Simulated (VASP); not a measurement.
# LiH (I4/mmm) in VASP: electric field gradients with PBE

Aim: the electric field gradients of LiH with PBE.

Program: VASP 6.6.1. These are calculated values, not measurements. Logs are shortened: lines on timing, memory, paths and dates and some standing lists are left out, and cuts for length are marked.

### 1 The cell of the first run

The structure is tetragonal, space group I4/mmm (No. 139). Conventional cell: a = 2.918 Å, b = 2.918 Å, c = 3.943 Å, α = 90.00°, β = 90.00°, γ = 90.00°. Li (site symmetry 4/mmm) has 6 H at 1.97 to 2.06 Å within 2.6 Å. H (site symmetry 4/mmm) has 6 Li at 1.97 to 2.06 Å within 2.6 Å.

### 2 Electric field gradients, PBE (z stretched by -3 % at fixed volume)

INCAR reads:

```
PREC = Accurate
ENCUT = 520
EDIFF = 1E-8
ISMEAR = -1
SIGMA = 0.03
LREAL = F
LASPH = T
NELM = 80
ALGO = Normal
ISIF = 2
LWAVE = F
LCHARG = F
GGA = PE
LEFG = T
NBANDS = 9
```

KPOINTS reads:

```
regular mesh
0
Gamma
  11 11 11
```

POSCAR reads:

```
LiH
1.0
    0.0000000000      2.0636910806      1.9715250000
    2.0636910806      0.0000000000      1.9715250000
    2.0636910806      2.0636910806      0.0000000000
Li H
1 1
Direct
    0.0000000000      0.0000000000      0.0000000000
    0.5000000000      0.5000000000      0.5000000000
```

Potentials or basis: VASP PAW PBE potentials, release 64 (Li_sv, H).

Started as:

```console
$ cat potpaw_PBE.64/Li_sv/POTCAR potpaw_PBE.64/H/POTCAR > POTCAR
$ mpirun -np 1 vasp_std > vasp.out
```

OUTCAR:

```text
PREC = Accurate
   ENCUT = 520
   EDIFF = 1E-8
   ISMEAR = -1
   LREAL = F
   LASPH = T
   NELM = 80
   ISIF = 2
   GGA = PE

 ion  position               nearest neighbor table
   1  0.000  0.000  0.000-
   2  0.500  0.500  0.500-

  LATTYP: Found a body centered tetragonal cell.
 ALAT       =     2.9184999147
 C/A-ratio  =     1.3510536629

  Lattice vectors:

 A1 = (   0.0000000000,  -2.0636910806,  -1.9715250000)
 A2 = (   0.0000000000,   2.0636910806,  -1.9715250000)
 A3 = (   2.0636910806,   0.0000000000,   1.9715250000)

Analysis of symmetry for initial positions (statically):
=====================================================================
 Subroutine PRICEL returns:
 Original cell was already a primitive cell.

 Routine SETGRP: Setting up the symmetry group for a
 body centered tetragonal supercell.

 Subroutine GETGRP returns: Found 16 space group operations
 (whereof 16 operations were pure point group operations)
 out of a pool of 16 trial point group operations.

The static configuration has the point symmetry D_4h.

Analysis of symmetry for dynamics (positions and initial velocities):
=====================================================================
 Subroutine PRICEL returns:
 Original cell was already a primitive cell.

 Routine SETGRP: Setting up the symmetry group for a
 body centered tetragonal supercell.

 Subroutine GETGRP returns: Found 16 space group operations
 (whereof 16 operations were pure point group operations)
 out of a pool of 16 trial point group operations.

The dynamic configuration has the point symmetry D_4h.

 Subroutine INISYM returns: Found 16 space group operations
 (whereof 16 operations are pure point group operations),
 and found     1 'primitive' translations

----------------------------------------------------------------------------------------

                                     Primitive cell

  volume of cell :      16.7927

  direct lattice vectors                    reciprocal lattice vectors
     0.000000000  2.063691081  1.971525000    -0.242284325  0.242284325  0.253610784
     2.063691081  0.000000000  1.971525000     0.242284325 -0.242284325  0.253610784
     2.063691081  2.063691081  0.000000000     0.242284325  0.242284325 -0.253610784

[... 127 lines left out ...]
  free energy    TOTEN  =        -6.11930597 eV

  energy without entropy =       -6.11930597  energy(sigma->0) =       -6.11930597

 E-fermi :   0.7654     XC(G=0):  -8.3749

 val. band max:        0.0662673988   @ k =  -0.4545   0.4545   0.0000
 cond. band min:       2.8636232070   @ k =  -0.4545   0.0000   0.4545
 fundamental gap:      2.7973558083
 Fermi energy:         0.7654233165

 k-point     1 :       0.0000    0.0000    0.0000
  band No.  band energies     occupation
      1     -44.4315      2.00000
      2      -5.3722      2.00000
      3      15.4106      0.00000
      4      17.1228      0.00000
      5      17.5128      0.00000
      6      17.5128      0.00000
      7      21.9505      0.00000
      8      21.9505      0.00000
      9      22.2002      0.00000
[... 265 lines left out ...]
 k-point    24 :      -0.1818    0.1818    0.0000
  band No.  band energies     occupation
      1     -44.4060      2.00000
      2      -3.8943      2.00000
      3      10.0082      0.00000
      4      10.2162      0.00000
      5      15.4867      0.00000
      6      16.5918      0.00000
      7      20.8729      0.00000
      8      22.6539      0.00000
      9      24.2817      0.00000

 [... further k-points ...]

------------------------ aborting loop because EDIFF is reached ----------------------------------------

  FORCE on cell =-STRESS in cart. coord.  units (eV):
  Direction    XX          YY          ZZ          XY          YZ          ZX
  --------------------------------------------------------------------------------------
  -------------------------------------------------------------------------------------
  Total       -0.2616945     -0.2616945      0.0349223      0.0000000      0.0000000     -0.0000000
  in kB      -24.9679834    -24.9679834      3.3318972      0.0000000      0.0000000     -0.0000000
  external PRESSURE =     -15.5346899 kB  Pullay stress =       0.0000000 kB

 VOLUME and BASIS-vectors are now :
 -----------------------------------------------------------------------------
  energy-cutoff  :      520.00
  volume of cell :       16.79
      direct lattice vectors                 reciprocal lattice vectors
     0.000000000  2.063691081  1.971525000    -0.242284325  0.242284325  0.253610784
     2.063691081  0.000000000  1.971525000     0.242284325 -0.242284325  0.253610784
     2.063691081  2.063691081  0.000000000     0.242284325  0.242284325 -0.253610784

 POSITION                                       TOTAL-FORCE (eV/Angst)
 -----------------------------------------------------------------------------------
      0.00000      0.00000      0.00000        -0.000000      0.000000      0.000000
      2.06369      2.06369      1.97152         0.000000     -0.000000      0.000000
 -----------------------------------------------------------------------------------
    total drift:                                0.000000     -0.000000     -0.000000

  FREE ENERGIE OF THE ION-ELECTRON SYSTEM (eV)
  ---------------------------------------------------
  free  energy   TOTEN  =        -6.1193059667 eV

  energy  without entropy=       -6.1193059667  energy(sigma->0) =       -6.11930597

 Electric field gradients (V/A^2)
---------------------------------------------------------------------
 ion       V_xx      V_yy      V_zz      V_xy      V_xz      V_yz
---------------------------------------------------------------------
   1       0.154     0.154    -0.308    -0.001    -0.002    -0.002
   2      -0.361    -0.361     0.721     0.001     0.001     0.001
---------------------------------------------------------------------

 Electric field gradients after diagonalization (V/A^2)
 (convention: |V_zz| > |V_xx| > |V_yy|)
----------------------------------------------------------------------
 ion       V_xx      V_yy      V_zz     asymmetry (V_yy - V_xx)/ V_zz
----------------------------------------------------------------------
   1       0.155     0.153    -0.308       0.004
   2      -0.361    -0.360     0.721       0.001
----------------------------------------------------------------------

           NMR quadrupolar parameters

 Cq : quadrupolar parameter    Cq=e*Q*V_zz/h
 eta: asymmetry parameters     (V_yy - V_xx)/ V_zz
 Q  : nuclear electric quadrupole moment in mb (millibarn)
----------------------------------------------------------------------
 ion       Cq(MHz)       eta       Q (mb)
----------------------------------------------------------------------
   1      -0.001       0.004       1.000
   2       0.002       0.001       1.000
----------------------------------------------------------------------
```

It took 33 s on 1 thread of Intel Xeon 8259CL, shared host; peak memory 0.14 GiB.

Results:

```
Free energy                             : -6.1193 eV
Band gap on the k mesh                  : 2.80 eV (least direct gap 3.11 eV)
Largest electric field gradient by atom : Li -0.3; H +0.7 V/Å²
```

Levels at points of the mesh, in eV from the valence-band top:
| k point | band 1 | band 2 | band 3 | band 4 | band 5 | band 6 | band 7 |
| --- | --- | --- | --- | --- | --- | --- | --- |
| (0.00, 0.00, 0.00) | -44.50 | -5.44 | 15.34 | 17.06 | 17.45 | 17.45 | 21.88 |

Electric field gradients, principal values (V/Å²):
```tsv
atom	least	middle	greatest (by size)
1 Li	0.153	0.155	-0.308
2 H	-0.360	-0.361	0.721
```

Caveat: the cutoff is under 1.25 times the usual one of these potentials, so pressure, stress and relaxed cells hold a basis-set (Pulay) error; without QUAD_EFG the Cq values of the log hold for a quadrupole moment of 1 mb, not for the nuclei; an odd mesh through Γ misses points on the zone boundary, where band edges can lie.
